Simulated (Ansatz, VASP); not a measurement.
**BaTiO3 in VASP and in Ansatz**

```
Ba Ti O
1.0
     2.86052    1.65152    2.34621
    -2.86052    1.65152    2.34621
     0.00000   -3.30305    2.34621
Ba Ti O
1 1 3
Direct
  0.00117 0.00117 0.00117
  0.51128 0.51128 0.51128
  0.48879 0.98107 0.48879
  0.48879 0.48879 0.98107
  0.98107 0.48879 0.48879
```

Alike in both runs: task single point; functional PBE; k mesh 6 × 6 × 6; occupations gaussian, width 0.02 eV; no spin polarisation; Hubbard terms Ti d U = 4.0 eV.

|  | VASP | Ansatz |
| --- | --- | --- |
| version | VASP 6.6.1 | Ansatz 0.2.0 |
| potentials or method | VASP PAW PBE potentials, release 64 (Ba_sv, Ti_sv, O), cutoff 520 eV | scalar-relativistic, plane waves, PAW |
| valence electrons in the cell | 40 | 40 |

|  | VASP | Ansatz | Ansatz less VASP |
| --- | --- | --- | --- |
| gap on the k mesh at the Fermi level (eV) | 2.62 | 2.64 | +0.025 |
| least direct gap on the mesh (eV) | 3.03 | 3.03 | +0.007 |
| pressure (GPa) | 3.4 | 0.0 | -3.47 |
| traceless stress, the component that is largest in VASP (GPa) | -0.30 | 0.00 | +0.299 |
| rms of the force components (eV/Å) | 0.225 | 0.001 | -0.2236 |

The programs project onto different local orbitals, so the same U acts differently, and such runs can settle in different states. Atom by atom the forces differ by 0.226 eV/Å (rms over components).

Spin-orbit coupling is off throughout.
